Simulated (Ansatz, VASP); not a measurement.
# WSe2: VASP beside Ansatz

```
W Se
1.0
     3.27900    0.00000    0.00000
    -1.63950    2.83969    0.00000
     0.00000    0.00000   12.78701
W Se
2 4
Direct
  0.33333 0.66667 0.75000
  0.66667 0.33333 0.25000
  0.33333 0.66667 0.11829
  0.66667 0.33333 0.61829
  0.33333 0.66667 0.38171
  0.66667 0.33333 0.88171
```

Alike in both runs: functional PBE; dispersion D3(BJ); k mesh 9 × 9 × 2; occupations gaussian, width 0.02 eV; no spin polarisation.

Ansatz relaxed the structure, and its values are those at the end. VASP's run is a single point on that final structure, the one shown.

|  | VASP | Ansatz |
| --- | --- | --- |
| version | VASP 6.6.1 | Ansatz 0.2.0 |
| potentials or method | VASP PAW PBE potentials, release 64 (W_sv, Se), cutoff 520 eV | scalar-relativistic, plane waves, PAW |
| valence electrons in the cell | 52 | 92 |

|  | VASP | Ansatz | Ansatz less VASP |
| --- | --- | --- | --- |
| gap on the k mesh at the Fermi level (eV) | 0.99 | 1.00 | +0.005 |
| least direct gap on the mesh (eV) | 1.56 | 1.57 | +0.003 |
| pressure (GPa) | 0.3 | 0.0 | -0.33 |
| rms of the force components (eV/Å) | 0.023 | 0.001 | -0.0228 |

VASP's potentials hold 52 valence electrons a cell and Ansatz's 92, so a difference there can come from the potentials and not from the codes.

Neither program's run includes spin-orbit coupling.
